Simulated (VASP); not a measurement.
# Au (Fd-3m) in VASP: notebook

Au is run at these levels: LDA; tasks: single point.

Program: VASP 6.6.1. These are calculated values, not measurements. Logs are shortened: lines on timing, memory, paths and dates and some standing lists are left out, and cuts for length are marked.

## Step 1: The cell of the first run

The structure is cubic, space group Fd-3m (No. 227). Conventional cell: a = 4.560 Å, b = 4.560 Å, c = 4.560 Å, α = 90.00°, β = 90.00°, γ = 90.00°. Au (site symmetry -43m) has 4 Au at 1.97 Å within 2.6 Å.

This isn't the form of Au at room conditions, which is fcc.

## Step 2: Single point, LDA (11.86 Å³/atom)

The input, INCAR:

```
SYSTEM = Au
PREC = Accurate
ENCUT = 520
EDIFF = 1E-6
ISMEAR = -1
SIGMA = 0.1
LREAL = .False.
LASPH = .True.
NELM = 100
ALGO = Normal
ISIF = 2
LWAVE = .False.
LCHARG = .False.
GGA = CA
NBANDS = 18
```

The input, KPOINTS:

```
Automatic mesh
0
Gamma
  12 12 12
  0 0 0
```

The input, POSCAR:

```
Au
1.0
    0.0000000000      2.2801940117      2.2801940117
    2.2801940117      0.0000000000      2.2801940117
    2.2801940117      2.2801940117      0.0000000000
Au
2
Direct
   -0.1250000000     -0.1250000000     -0.1250000000
    0.1250000000      0.1250000000      0.1250000000
```

Potentials or basis: VASP PAW LDA potentials, release 64 (Au).

Run with:

```bash
$ cat potpaw_LDA.64/Au/POTCAR > POTCAR
$ mpirun -np 1 vasp_std > vasp.out
```

OUTCAR:

```text
SYSTEM = Au
   PREC = Accurate
   ENCUT = 520
   EDIFF = 1E-6
   ISMEAR = -1
   LREAL = .False.
   LASPH = .True.
   NELM = 100
   ISIF = 2
   GGA = CA

 ion  position               nearest neighbor table
   1  0.875  0.875  0.875-   2 1.97   2 1.97   2 1.97   2 1.97
   2  0.125  0.125  0.125-   1 1.97   1 1.97   1 1.97   1 1.97

  LATTYP: Found a face centered cubic cell.
 ALAT       =     4.5603880234

  Lattice vectors:

 A1 = (   0.0000000000,   2.2801940117,   2.2801940117)
 A2 = (   2.2801940117,   0.0000000000,   2.2801940117)
 A3 = (   2.2801940117,   2.2801940117,   0.0000000000)

Analysis of symmetry for initial positions (statically):
=====================================================================
 Subroutine PRICEL returns:
 Original cell was already a primitive cell.

 Routine SETGRP: Setting up the symmetry group for a
 face centered cubic supercell.

 Subroutine GETGRP returns: Found 48 space group operations
 (whereof 12 operations were pure point group operations)
 out of a pool of 48 trial point group operations.

The static configuration has the point symmetry D_3d.
 The point group associated with its full space group is O_h .

Analysis of symmetry for dynamics (positions and initial velocities):
=====================================================================
 Subroutine PRICEL returns:
 Original cell was already a primitive cell.

 Routine SETGRP: Setting up the symmetry group for a
 face centered cubic supercell.

 Subroutine GETGRP returns: Found 48 space group operations
 (whereof 12 operations were pure point group operations)
 out of a pool of 48 trial point group operations.

The dynamic configuration has the point symmetry D_3d.
 The point group associated with its full space group is O_h .

 Subroutine INISYM returns: Found 48 space group operations
 (whereof 12 operations are pure point group operations),
 and found     1 'primitive' translations

----------------------------------------------------------------------------------------

                                     Primitive cell

  volume of cell :      23.7108

  direct lattice vectors                    reciprocal lattice vectors
     0.000000000  2.280194012  2.280194012    -0.219279586  0.219279586  0.219279586
     2.280194012  0.000000000  2.280194012     0.219279586 -0.219279586  0.219279586
     2.280194012  2.280194012  0.000000000     0.219279586  0.219279586 -0.219279586

  length of vectors
     3.224681296  3.224681296  3.224681296     0.379803385  0.379803385  0.379803385

  position of ions in fractional coordinates (direct lattice)
     0.875000000  0.875000000  0.875000000
     0.125000000  0.125000000  0.125000000

  ion indices of the primitive-cell ions
   primitive index   ion index
                 1           1
                 2           2

----------------------------------------------------------------------------------------

 KPOINTS: Automatic mesh

Automatic generation of k-mesh.
 Grid dimensions read from file:
 generate k-points for:   12   12   12

 Generating k-lattice:

  Cartesian coordinates                     Fractional coordinates (reciprocal lattice)
    -0.018273299  0.018273299  0.018273299     0.083333333  0.000000000  0.000000000
     0.018273299 -0.018273299  0.018273299     0.000000000  0.083333333  0.000000000
     0.018273299  0.018273299 -0.018273299     0.000000000  0.000000000  0.083333333

  Length of vectors
     0.031650282  0.031650282  0.031650282

  Shift w.r.t. Gamma in fractional coordinates (k-lattice)
     0.000000000  0.000000000  0.000000000

 Subroutine IBZKPT returns following result:
 ===========================================

 Found     72 irreducible k-points:

 Following reciprocal coordinates:
            Coordinates               Weight
  0.000000  0.000000  0.000000      1.000000
  0.083333  0.000000  0.000000      8.000000
  0.166667  0.000000  0.000000      8.000000
  0.250000  0.000000  0.000000      8.000000
  0.333333  0.000000  0.000000      8.000000
  0.416667  0.000000  0.000000      8.000000
[... 16 lines left out ...]
  0.500000  0.166667  0.000000     24.000000
 -0.416667  0.166667  0.000000     24.000000
 [... further k-points ...]
   k-points           NKPTS =     72   k-points in BZ     NKDIM =     72   number of bands    NBANDS=     18
   number of dos      NEDOS =    301   number of ions     NIONS =      2
   total plane-waves  NPLWV =  13824
   dimension x,y,z NGX =    24 NGY =   24 NGZ =   24
   dimension x,y,z NGXF=    48 NGYF=   48 NGZF=   48
   ions per type =               2
   NGX,Y,Z   is equivalent  to a cutoff of  12.37, 12.37, 12.37 a.u.
   NGXF,Y,Z  is equivalent  to a cutoff of  24.75, 24.75, 24.75 a.u.
 SYSTEM =  Au
   PREC   = accura    normal or accurate (medium, high low for compatibility)
   ISTART =      0    job   : 0-new  1-cont  2-samecut
   ICHARG =      2    charge: 1-file 2-atom 10-const
   ISPIN  =      1    spin polarized calculation?
   LNONCOLLINEAR =      F non collinear calculations
   LSORBIT =      F    spin-orbit coupling
   LASPH  =      T    aspherical Exc in radial PAW
   ENCUT  =  520.0 eV  38.22 Ry    6.18 a.u.   6.00  6.00  6.00*2*pi/ulx,y,z
   NELM   =    100;   NELMIN=  2; NELMDL= -5     # of ELM steps
   EDIFF  = 0.1E-05   stopping-criterion for ELM
   LREAL  =      F    real-space projection
   EDIFFG = 0.1E-04   stopping-criterion for IOM
   NSW    =      0    number of steps for IOM
   IBRION =     -1    ionic relax: 0-MD 1-quasi-New 2-CG
   NFREE  =      0    steps in history (QN), initial steepest desc. (CG)
   ISIF   =      2    stress and relaxation
   ISYM   =      2    0-nonsym 1-usesym 2-fastsym
   POTIM  = 0.5000    time-step for ionic-motion
   TEBEG  =    0.0;   TEEND  =   0.0 temperature during run
   PSTRESS=    0.0 pullay stress
   NELECT =      22.0000    total number of electrons
   NUPDOWN=      -1.0000    fix difference up-down
   EMIN   =  10.00;   EMAX   =-10.00  energy-range for DOS
   EFERMI =   0.00;   METHOD = LEGACY
   ISMEAR =    -1;   SIGMA  =   0.10  broadening in eV -4-tet -1-fermi 0-gaus
   EFERMI_NEDOS =   21; number of points for ismear=-14 and -15
   IALGO  =     38    algorithm
   IMIX   =      4    mixing-type and parameters
     AMIX     =   0.40;   BMIX     =  1.00
     AMIX_MAG =   1.60;   BMIX_MAG =  1.00
  volume/ion in A,a.u.               =      11.86        80.00
  Fermi-wavevector in a.u.,A,eV,Ry     =   1.596739  3.017399 34.689078  2.549575
  Thomas-Fermi vector in A             =   2.694455
   LORBIT       =      0    0 simple, 1 ext, 2 COOP (PROOUT), +10 PAW based schemes
   GGA     = CA    functional components
   LHFCALC =     F    Hartree Fock is set to
   AEXX    =    0.0000 exact exchange contribution
   IVDW    =     0    specifies the selected vdW correction
   LEPSILON=     F    determine dielectric tensor
   LRPA    =     F    only Hartree local field effects (RPA)
 non-spin polarized calculation
  energy-cutoff  :      520.00
  volume of cell :       23.71
 maximum number of plane-waves:       650
   NGX = 11   NGY = 11   NGZ = 11

 number of electron      22.0000003 magnetization

 Free energy of the ion-electron system (eV)
  ---------------------------------------------------
  ext. energy  EPLUGINS =         0.00000000
  ---------------------------------------------------
  free energy    TOTEN  =        13.98524218 eV

  energy without entropy =       14.00811265  energy(sigma->0) =       13.99667741

 E-fermi :  17.6537     XC(G=0): -14.7598

 val. band max:       17.6530188077   @ k =  -0.4167   0.1667   0.0833
 cond. band min:      17.6593664150   @ k =  -0.4167   0.3333   0.0000
 fundamental gap:      0.0063476074
 Fermi energy:        17.6536783565

 k-point     1 :       0.0000    0.0000    0.0000
  band No.  band energies     occupation
      1       3.1495      2.00000
      2       4.9732      2.00000
      3       4.9732      2.00000
      4       6.6202      2.00000
      5       6.6202      2.00000
      6       6.6202      2.00000
[... 10 lines left out ...]
     17      36.9096      0.00000
     18      36.9096      0.00000

 k-point     2 :       0.0833    0.0000    0.0000
  band No.  band energies     occupation
      1       3.3617      2.00000
      2       4.8732      2.00000
      3       4.8732      2.00000
      4       6.5734      2.00000
      5       6.7983      2.00000
      6       6.7983      2.00000
[... 10 lines left out ...]
     17      34.2619      0.00000
     18      35.8123      0.00000

 k-point     3 :       0.1667    0.0000    0.0000
  band No.  band energies     occupation
      1       3.9466      2.00000
      2       4.7245      2.00000
      3       4.7245      2.00000
      4       6.4620      2.00000
      5       7.1042      2.00000
      6       7.1042      2.00000
[... 10 lines left out ...]
     17      34.0590      0.00000
     18      34.2029      0.00000

 k-point     4 :       0.2500    0.0000    0.0000
  band No.  band energies     occupation
      1       4.6960      2.00000
      2       4.6998      2.00000
      3       4.6998      2.00000
      4       6.3775      2.00000
      5       7.1799      2.00000
      6       7.1799      2.00000
[... 10 lines left out ...]
     17      32.9412      0.00000
     18      34.3823      0.00000

 k-point     5 :       0.3333    0.0000    0.0000
  band No.  band energies     occupation
      1       4.8629      2.00000
      2       4.8629      2.00000
      3       5.1821      2.00000
      4       6.4290      2.00000
      5       6.8785      2.00000
      6       6.8785      2.00000
[... 10 lines left out ...]
     17      32.7169      0.00000
     18      36.9889      0.00000

 k-point     6 :       0.4167    0.0000    0.0000
  band No.  band energies     occupation
      1       5.2184      2.00000
      2       5.2184      2.00000
      3       5.2824      2.00000
      4       6.3326      2.00000
      5       6.3326      2.00000
      6       6.4738      2.00000
[... 10 lines left out ...]
     17      33.3194      0.00000
     18      38.2450      0.00000

 k-point     7 :       0.5000    0.0000    0.0000
  band No.  band energies     occupation
      1       5.2801      2.00000
      2       5.6990      2.00000
      3       5.6990      2.00000
      4       5.7692      2.00000
      5       5.7692      2.00000
      6       6.4613      2.00000
[... 10 lines left out ...]
     17      33.6810      0.00000
     18      38.3353      0.00000

 k-point     8 :       0.0833    0.0833    0.0000
  band No.  band energies     occupation
      1       3.4360      2.00000
      2       4.6162      2.00000
      3       5.1149      2.00000
      4       6.5797      2.00000
      5       6.5797      2.00000
      6       7.0742      2.00000
[... 10 lines left out ...]
     17      34.3886      0.00000
     18      34.3886      0.00000
[... 229 lines left out ...]
     17      32.7327      0.00000
     18      32.7327      0.00000

 k-point    20 :       0.2500    0.1667    0.0000
  band No.  band energies     occupation
      1       3.8509      2.00000
      2       4.9360      2.00000
      3       5.7279      2.00000
      4       6.3056      2.00000
      5       6.4274      2.00000
      6       8.3664      2.00000
[... 10 lines left out ...]
     17      33.0037      0.00000
     18      33.9633      0.00000

 k-point    21 :       0.3333    0.1667    0.0000
  band No.  band energies     occupation
      1       3.8295      2.00000
      2       5.3214      2.00000
      3       5.8883      2.00000
      4       6.3238      2.00000
      5       6.3972      2.00000
      6       8.3025      2.00000
[... 10 lines left out ...]
     17      33.7275      0.00000
     18      35.6459      0.00000

 k-point    22 :       0.4167    0.1667    0.0000
  band No.  band energies     occupation
      1       3.9365      2.00000
      2       5.1232      2.00000
      3       5.8804      2.00000
      4       6.2832      2.00000
      5       6.8390      2.00000
      6       8.0781      2.00000
[... 10 lines left out ...]
     17      34.6612      0.00000
     18      37.0231      0.00000

 k-point    23 :       0.5000    0.1667    0.0000
  band No.  band energies     occupation
      1       4.0457      2.00000
      2       5.0984      2.00000
      3       5.4016      2.00000
      4       6.7289      2.00000
      5       7.0328      2.00000
      6       7.6294      2.00000
[... 10 lines left out ...]
     17      35.3728      0.00000
     18      37.7371      0.00000

 k-point    24 :      -0.4167    0.1667    0.0000
  band No.  band energies     occupation
      1       4.1530      2.00000
      2       4.8917      2.00000
      3       5.3726      2.00000
      4       6.9400      2.00000
      5       7.2019      2.00000
      6       7.3268      2.00000
[... 10 lines left out ...]
     17      35.0037      0.00000
     18      38.5177      0.00000

 [... further k-points ...]

------------------------ aborting loop because EDIFF is reached ----------------------------------------

  FORCE on cell =-STRESS in cart. coord.  units (eV):
  Direction    XX          YY          ZZ          XY          YZ          ZX
  --------------------------------------------------------------------------------------
  -------------------------------------------------------------------------------------
  Total       71.4092662     71.4092662     71.4092662      0.0000000      0.0000000     -0.0000000
  in kB     4825.2492835   4825.2492835   4825.2492835      0.0000000      0.0000000     -0.0000000
  external PRESSURE =    4825.2492835 kB  Pullay stress =       0.0000000 kB

 VOLUME and BASIS-vectors are now :
 -----------------------------------------------------------------------------
  energy-cutoff  :      520.00
  volume of cell :       23.71
      direct lattice vectors                 reciprocal lattice vectors
     0.000000000  2.280194012  2.280194012    -0.219279586  0.219279586  0.219279586
     2.280194012  0.000000000  2.280194012     0.219279586 -0.219279586  0.219279586
     2.280194012  2.280194012  0.000000000     0.219279586  0.219279586 -0.219279586

 POSITION                                       TOTAL-FORCE (eV/Angst)
 -----------------------------------------------------------------------------------
      3.99034      3.99034      3.99034        -0.000000     -0.000000     -0.000000
      0.57005      0.57005      0.57005         0.000000      0.000000      0.000000
 -----------------------------------------------------------------------------------
    total drift:                                0.000000      0.000000      0.000000

  FREE ENERGIE OF THE ION-ELECTRON SYSTEM (eV)
  ---------------------------------------------------
  free  energy   TOTEN  =        13.9852421755 eV

  energy  without entropy=       14.0081126519  energy(sigma->0) =       13.99667741
```

Run time: 13 s. Hardware: 1 thread of Intel Xeon 8259CL, shared host; peak memory 0.15 GiB.

Results:

```yaml
Free_energy: 13.9852 eV
Pressure: 482.5 GPa
Band_gap_on_the_k_mesh: zero (bands 11 and 12 overlap by 0.83 eV)
```

Levels at points of the mesh, in eV from the Fermi level:
| k point | band 8 | band 9 | band 10 | band 11 | band 12 | band 13 | band 14 | band 15 |
| --- | --- | --- | --- | --- | --- | --- | --- | --- |
| (0.00, 0.00, 0.00) | -5.97 | -5.97 | -0.90 | -0.90 | 11.22 | 12.20 | 12.20 | 12.20 |
| (0.50, 0.00, 0.00) | -4.41 | -4.41 | -2.28 | -2.28 | 0.03 | 8.68 | 12.21 | 12.21 |
| (0.50, 0.50, 0.00) | -7.54 | -1.79 | -1.79 | 0.79 | 0.79 | 3.14 | 3.14 | 12.27 |

Caveat: the cell stands under pressure; spin-orbit coupling is left out, which moves the levels of the heavy elements.

## Step 3: Single point, LDA (11.86 Å³/atom)

The input, INCAR:

```
PREC = Accurate
ENCUT = 520
EDIFF = 1E-6
ISMEAR = -1
SIGMA = 0.1
LREAL = False
LASPH = True
NELM = 100
ALGO = Normal
ISIF = 2
LWAVE = False
LCHARG = False
GGA = CA
NBANDS = 18
```

The input, KPOINTS:

```
regular mesh
0
Gamma
  12 12 12
```

POSCAR is that of step 2.

Potentials or basis: VASP PAW LDA potentials, release 64 (Au).

Run with:

```bash
$ cat potpaw_LDA.64/Au/POTCAR > POTCAR
$ mpirun -np 1 vasp_std > vasp.out
```

Run time: 15 s. Hardware: 1 thread of Intel Xeon 8259CL, shared host; peak memory 0.14 GiB.

The run converged. Its results:

```
Free energy            : 13.9852 eV
Pressure               : 482.5 GPa
Band gap on the k mesh : zero (bands 11 and 12 overlap by 0.83 eV)
```

Levels at points of the mesh, in eV from the Fermi level:
| k point | band 7 | band 8 | band 9 | band 10 | band 11 | band 12 | band 13 | band 14 | band 15 | band 16 |
| --- | --- | --- | --- | --- | --- | --- | --- | --- | --- | --- |
| (0.00, 0.00, 0.00) | -5.97 | -5.97 | -5.97 | -0.90 | -0.90 | 11.22 | 12.20 | 12.20 | 12.20 | 12.30 |
| (0.50, 0.00, 0.00) | -5.42 | -4.41 | -4.41 | -2.28 | -2.28 | 0.03 | 8.68 | 12.21 | 12.21 | 16.03 |
| (0.50, 0.50, 0.00) | -7.54 | -7.54 | -1.79 | -1.79 | 0.79 | 0.79 | 3.14 | 3.14 | 12.27 | 12.27 |

Caveat: the cell stands under pressure; spin-orbit coupling is left out, which moves the levels of the heavy elements.
